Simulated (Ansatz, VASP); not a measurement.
# One calculation of Nb, two programs

```
Nb
1.0
     2.95939    0.00000    0.00000
    -1.47969    2.56291    0.00000
     0.00000    0.00000   10.83262
Nb
4
Direct
  0.00000 0.00000 0.00000
  0.00000 0.00000 0.50000
  0.33333 0.66667 0.25000
  0.66667 0.33333 0.75000
```

Alike in both runs: task single point; functional RPBE; k mesh 14 × 14 × 4; occupations fermi-dirac, width 0.1 eV; no spin polarisation.

```csv
,VASP,Ansatz
version,VASP 6.6.1,Ansatz 0.2.0
potentials or method,"VASP PAW PBE potentials, release 64 (Nb_sv), cutoff 520 eV","plane waves (420 eV) with PAW, scalar-relativistic"
valence electrons in the cell,52,52
```

|  | VASP | Ansatz | Ansatz less VASP |
| --- | --- | --- | --- |
| pressure (GPa) | -10.5 | -10.2 | +0.30 |
| traceless stress, the component that is largest in VASP (GPa) | 0.35 | 0.38 | +0.024 |

VASP's potentials were made for PBE, not for RPBE. With one functional, cell and mesh, what is left measures potentials, basis and numerics.
